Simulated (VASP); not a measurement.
# TaTlO3 (Cm) in VASP: single point with LDA

Aim: the single point of TaTlO3 with LDA.

Everything below comes from runs of VASP 6.6.1. Logs are shortened: lines on timing, memory, paths and dates and some standing lists are left out, and cuts for length are marked.

### 1 The cell of the first run

Symmetry: Cm, No. 8, monoclinic system. The conventional cell has a = 5.774 Å, b = 5.774 Å, c = 4.083 Å, α = 90.00°, β = 90.00°, γ = 90.00°. Ta (site symmetry m) has 6 O at 1.77 to 2.36 Å within 2.4 Å. Tl (site symmetry m) has 12 O at 2.60 to 3.20 Å and 8 Ta at 3.54 Å within 3.6 Å. O (site symmetry m) has 2 Ta at 1.77 to 2.36 Å within 2.4 Å. Within 2.7 Å of O (site symmetry 1) lie 2 Ta at 2.04 Å and 1 O at 2.53 Å.

### 2 Single point, LDA (atom 3 (O) moved by (-0.300, -0.300) A along [1 1 0] and z)

The input, INCAR:

```
  ALGO = Normal
  EDIFF = 1E-6
  ENCUT = 520
  ISIF = 2
  ISMEAR = 0
  LASPH = T
  LCHARG = T
  LELF = T
  LREAL = F
  LVHAR = T
  LWAVE = F
  NBANDS = 29
  NELM = 100
  PREC = Accurate
  SIGMA = 0.05
```

The input, KPOINTS:

```
k-points
0
Gamma
  8 8 8
```

The input, POSCAR:

```
TaTlO3
1.0
    4.0828480000      0.0000000000      0.0000000000
    0.0000000000      4.0828480000      0.0000000000
    0.0000000000      0.0000000000      4.0828480000
Ta Tl O
1 1 3
Direct
    0.5000000000      0.5000000000      0.5000000000
    0.0000000000      0.0000000000      0.0000000000
    0.4480431223      0.4480431223     -0.0734781212
    0.5000000000      0.0000000000      0.5000000000
    0.0000000000      0.5000000000      0.5000000000
```

Potentials or basis: VASP PAW LDA potentials, release 64 (Ta_pv, Tl_d, O).

Launch:

```sh
cat potpaw_LDA.64/Ta_pv/POTCAR potpaw_LDA.64/Tl_d/POTCAR potpaw_LDA.64/O/POTCAR > POTCAR
mpirun -np 1 vasp_std > vasp.out
```

OUTCAR:

```text
EDIFF = 1E-6
   ENCUT = 520
   ISIF = 2
   ISMEAR = 0
   LASPH = T
   LREAL = F
   NELM = 100
   PREC = Accurate

 ion  position               nearest neighbor table
   1  0.500  0.500  0.500-   3 1.77   4 2.04   5 2.04   4 2.04   5 2.04   3 2.36   2 3.54   2 3.54
                             2 3.54   2 3.54   2 3.54   2 3.54   2 3.54   2 3.54
   2  0.000  0.000  0.000-   3 2.60   4 2.89   5 2.89   4 2.89   5 2.89   5 2.89   5 2.89   4 2.89
                             4 2.89   3 2.92   3 2.92   1 3.54   1 3.54   1 3.54   1 3.54   1 3.54
   3  0.448  0.448  0.927-   1 1.77   1 2.36   2 2.60   2 2.92   2 2.92
   4  0.500  0.000  0.500-   1 2.04   1 2.04   2 2.89   2 2.89   2 2.89   2 2.89
   5  0.000  0.500  0.500-   1 2.04   1 2.04   2 2.89   2 2.89   2 2.89   2 2.89

  LATTYP: Found a simple cubic cell.
 ALAT       =     4.0828480000

  Lattice vectors:

 A1 = (   4.0828480000,   0.0000000000,   0.0000000000)
 A2 = (   0.0000000000,   4.0828480000,   0.0000000000)
 A3 = (   0.0000000000,   0.0000000000,   4.0828480000)

Analysis of symmetry for initial positions (statically):
=====================================================================
 Subroutine PRICEL returns:
 Original cell was already a primitive cell.

 Routine SETGRP: Setting up the symmetry group for a
 simple cubic supercell.

 Subroutine GETGRP returns: Found  2 space group operations
 (whereof  2 operations were pure point group operations)
 out of a pool of 48 trial point group operations.

The static configuration has the point symmetry C_1h.

Analysis of symmetry for dynamics (positions and initial velocities):
=====================================================================
 Subroutine PRICEL returns:
 Original cell was already a primitive cell.

 Routine SETGRP: Setting up the symmetry group for a
 simple cubic supercell.

 Subroutine GETGRP returns: Found  2 space group operations
 (whereof  2 operations were pure point group operations)
 out of a pool of 48 trial point group operations.

The dynamic configuration has the point symmetry C_1h.

 Subroutine INISYM returns: Found  2 space group operations
 (whereof  2 operations are pure point group operations),
 and found     1 'primitive' translations

----------------------------------------------------------------------------------------

                                     Primitive cell

  volume of cell :      68.0596

  direct lattice vectors                    reciprocal lattice vectors
     4.082848000  0.000000000  0.000000000     0.244927071  0.000000000  0.000000000
     0.000000000  4.082848000  0.000000000     0.000000000  0.244927071  0.000000000
     0.000000000  0.000000000  4.082848000     0.000000000  0.000000000  0.244927071

  length of vectors
     4.082848000  4.082848000  4.082848000     0.244927071  0.244927071  0.244927071

  position of ions in fractional coordinates (direct lattice)
     0.500000000  0.500000000  0.500000000
     0.000000000  0.000000000  0.000000000
     0.448043122  0.448043122  0.926521879
     0.500000000  0.000000000  0.500000000
     0.000000000  0.500000000  0.500000000

  ion indices of the primitive-cell ions
   primitive index   ion index
                 1           1
                 2           2
                 3           3
                 4           4
                 5           5

----------------------------------------------------------------------------------------

 KPOINTS: k-points

Automatic generation of k-mesh.
 Grid dimensions read from file:
 generate k-points for:    8    8    8

 Generating k-lattice:

  Cartesian coordinates                     Fractional coordinates (reciprocal lattice)
     0.030615884  0.000000000  0.000000000     0.125000000  0.000000000  0.000000000
     0.000000000  0.030615884  0.000000000     0.000000000  0.125000000  0.000000000
     0.000000000  0.000000000  0.030615884     0.000000000  0.000000000  0.125000000

  Length of vectors
     0.030615884  0.030615884  0.030615884

  Shift w.r.t. Gamma in fractional coordinates (k-lattice)
     0.000000000  0.000000000  0.000000000

 Subroutine IBZKPT returns following result:
 ===========================================

 Found    150 irreducible k-points:

 Following reciprocal coordinates:
            Coordinates               Weight
  0.000000  0.000000  0.000000      1.000000
  0.125000  0.000000  0.000000      4.000000
  0.000000  0.000000  0.125000      2.000000
  0.250000  0.000000  0.000000      4.000000
  0.000000  0.000000  0.250000      2.000000
  0.375000  0.000000  0.000000      4.000000
[... 16 lines left out ...]
 -0.125000  0.375000  0.000000      4.000000
 -0.375000  0.000000  0.125000      4.000000
 [... further k-points ...]
   k-points           NKPTS =    150   k-points in BZ     NKDIM =    150   number of bands    NBANDS=     29
   number of dos      NEDOS =    301   number of ions     NIONS =      5
   total plane-waves  NPLWV =  27000
   dimension x,y,z NGX =    30 NGY =   30 NGZ =   30
   dimension x,y,z NGXF=    60 NGYF=   60 NGZF=   60
   ions per type =               1   1   3
   NGX,Y,Z   is equivalent  to a cutoff of  12.22, 12.22, 12.22 a.u.
   NGXF,Y,Z  is equivalent  to a cutoff of  24.43, 24.43, 24.43 a.u.
 SYSTEM =  unknown system
   PREC   = accura    normal or accurate (medium, high low for compatibility)
   ISTART =      0    job   : 0-new  1-cont  2-samecut
   ICHARG =      2    charge: 1-file 2-atom 10-const
   ISPIN  =      1    spin polarized calculation?
   LNONCOLLINEAR =      F non collinear calculations
   LSORBIT =      F    spin-orbit coupling
   LASPH  =      T    aspherical Exc in radial PAW
   ENCUT  =  520.0 eV  38.22 Ry    6.18 a.u.   7.59  7.59  7.59*2*pi/ulx,y,z
   NELM   =    100;   NELMIN=  2; NELMDL= -5     # of ELM steps
   EDIFF  = 0.1E-05   stopping-criterion for ELM
   LREAL  =      F    real-space projection
   EDIFFG = 0.1E-04   stopping-criterion for IOM
   NSW    =      0    number of steps for IOM
   IBRION =     -1    ionic relax: 0-MD 1-quasi-New 2-CG
   NFREE  =      0    steps in history (QN), initial steepest desc. (CG)
   ISIF   =      2    stress and relaxation
   ISYM   =      2    0-nonsym 1-usesym 2-fastsym
   POTIM  = 0.5000    time-step for ionic-motion
   TEBEG  =    0.0;   TEEND  =   0.0 temperature during run
   PSTRESS=    0.0 pullay stress
   NELECT =      42.0000    total number of electrons
   NUPDOWN=      -1.0000    fix difference up-down
   EMIN   =  10.00;   EMAX   =-10.00  energy-range for DOS
   EFERMI =   0.00;   METHOD = LEGACY
   ISMEAR =     0;   SIGMA  =   0.05  broadening in eV -4-tet -1-fermi 0-gaus
   EFERMI_NEDOS =   21; number of points for ismear=-14 and -15
   IALGO  =     38    algorithm
   IMIX   =      4    mixing-type and parameters
     AMIX     =   0.40;   BMIX     =  1.00
     AMIX_MAG =   1.60;   BMIX_MAG =  1.00
  volume/ion in A,a.u.               =      13.61        91.86
  Fermi-wavevector in a.u.,A,eV,Ry     =   1.393782  2.633865 26.431046  1.942627
  Thomas-Fermi vector in A             =   2.517394
   LORBIT       =      0    0 simple, 1 ext, 2 COOP (PROOUT), +10 PAW based schemes
   GGA     = CA    functional components
   LHFCALC =     F    Hartree Fock is set to
   AEXX    =    0.0000 exact exchange contribution
   IVDW    =     0    specifies the selected vdW correction
   LEPSILON=     F    determine dielectric tensor
   LRPA    =     F    only Hartree local field effects (RPA)
 non-spin polarized calculation
 Gauss-broadening in eV      SIGMA  =   0.05
  energy-cutoff  :      520.00
  volume of cell :       68.06
 maximum number of plane-waves:      1856
   NGX = 15   NGY = 15   NGZ = 15

 number of electron      41.9999982 magnetization

 Free energy of the ion-electron system (eV)
  ---------------------------------------------------
  ext. energy  EPLUGINS =         0.00000000
  ---------------------------------------------------
  free energy    TOTEN  =       -43.39531379 eV

  energy without entropy =      -43.39531379  energy(sigma->0) =      -43.39531379

 E-fermi :   4.9872     XC(G=0): -11.7000

 val. band max:        4.7470214706   @ k =   0.0000   0.0000   0.5000
 cond. band min:       5.4897844224   @ k =   0.0000   0.0000   0.5000
 fundamental gap:      0.7427629519
 Fermi energy:         4.9871525408

 k-point     1 :       0.0000    0.0000    0.0000
  band No.  band energies     occupation
      1     -30.8952      2.00000
      2     -30.5463      2.00000
      3     -30.5452      2.00000
      4     -13.9476      2.00000
      5     -13.0603      2.00000
      6     -12.8756      2.00000
[... 21 lines left out ...]
     28      12.4589      0.00000
     29      12.5442      0.00000

 k-point     2 :       0.1250    0.0000    0.0000
  band No.  band energies     occupation
      1     -30.8949      2.00000
      2     -30.5554      2.00000
      3     -30.5453      2.00000
      4     -13.8953      2.00000
      5     -13.0326      2.00000
      6     -12.8173      2.00000
[... 21 lines left out ...]
     28      12.3871      0.00000
     29      12.5830      0.00000

 k-point     3 :       0.0000    0.0000    0.1250
  band No.  band energies     occupation
      1     -30.9039      2.00000
      2     -30.5460      2.00000
      3     -30.5449      2.00000
      4     -13.8641      2.00000
      5     -13.0315      2.00000
      6     -12.8702      2.00000
[... 21 lines left out ...]
     28      12.0583      0.00000
     29      12.4031      0.00000

 k-point     4 :       0.2500    0.0000    0.0000
  band No.  band energies     occupation
      1     -30.8943      2.00000
      2     -30.5785      2.00000
      3     -30.5445      2.00000
      4     -13.7873      2.00000
      5     -12.9928      2.00000
      6     -12.6125      2.00000
[... 597 lines left out ...]
     28      11.8047      0.00000
     29      12.3183      0.00000

 k-point    23 :      -0.1250    0.3750    0.0000
  band No.  band energies     occupation
      1     -30.8935      2.00000
      2     -30.6010      2.00000
      3     -30.5532      2.00000
      4     -13.6617      2.00000
      5     -12.8835      2.00000
      6     -12.3270      2.00000
[... 21 lines left out ...]
     28      11.8784      0.00000
     29      12.2496      0.00000

 k-point    24 :      -0.3750    0.0000    0.1250
  band No.  band energies     occupation
      1     -30.9024      2.00000
      2     -30.6011      2.00000
      3     -30.5433      2.00000
      4     -13.6086      2.00000
      5     -12.9570      2.00000
      6     -12.3286      2.00000
[... 21 lines left out ...]
     28      11.8185      0.00000
     29      12.4008      0.00000

 [... further k-points ...]

------------------------ aborting loop because EDIFF is reached ----------------------------------------

  FORCE on cell =-STRESS in cart. coord.  units (eV):
  Direction    XX          YY          ZZ          XY          YZ          ZX
  --------------------------------------------------------------------------------------
  -------------------------------------------------------------------------------------
  Total       -3.3944460     -3.3944460      3.4160989     -0.0838045      0.2357642      0.2357642
  in kB      -79.9079237    -79.9079237     80.4176499     -1.9728228      5.5500734      5.5500740
  external PRESSURE =     -26.4660658 kB  Pullay stress =       0.0000000 kB

 VOLUME and BASIS-vectors are now :
 -----------------------------------------------------------------------------
  energy-cutoff  :      520.00
  volume of cell :       68.06
      direct lattice vectors                 reciprocal lattice vectors
     4.082848000  0.000000000  0.000000000     0.244927071  0.000000000  0.000000000
     0.000000000  4.082848000  0.000000000     0.000000000  0.244927071  0.000000000
     0.000000000  0.000000000  4.082848000     0.000000000  0.000000000  0.244927071

 POSITION                                       TOTAL-FORCE (eV/Angst)
 -----------------------------------------------------------------------------------
      2.04142      2.04142      2.04142         0.220623      0.220623     -1.500645
      0.00000      0.00000      0.00000        -0.107321     -0.107321     -0.086408
      1.82929      1.82929      3.78285         0.763950      0.763950      3.714595
      2.04142      0.00000      2.04142         0.010121     -0.887373     -1.063771
      0.00000      2.04142      2.04142        -0.887373      0.010121     -1.063771
 -----------------------------------------------------------------------------------
    total drift:                               -0.000070     -0.000070     -0.000629

  FREE ENERGIE OF THE ION-ELECTRON SYSTEM (eV)
  ---------------------------------------------------
  free  energy   TOTEN  =       -43.3953137890 eV

  energy  without entropy=      -43.3953137890  energy(sigma->0) =      -43.39531379
```

Run time: 3.1 min. Hardware: 1 thread of Intel Xeon Platinum 8259CL at 2.50GHz (Skylake/Cascade Lake), shared host; peak memory 0.37 GiB.

Results:

```
Free energy            : -43.3953 eV
Pressure               : -2.6 GPa
Largest force          : 3.869 eV/Å
Band gap on the k mesh : 0.74 eV
```

Forces on the atoms (eV/Å):
```
Ta   0.221  0.221 -1.501
Tl  -0.107 -0.107 -0.086
O    0.764  0.764  3.715
O    0.010 -0.887 -1.064
O   -0.887  0.010 -1.064
```

Caveat: the cell differs from its parent crystal (atom 3 (O) moved by (-0.300, -0.300) A along [1 1 0] and z); the stress differs along the axes, from -8 to 8 GPa; spin-orbit coupling is left out, which moves the levels of the heavy elements; forces of over 1 eV/Å act on the atoms, so gaps and moduli don't describe the material at rest. A k mesh can miss the band edges.
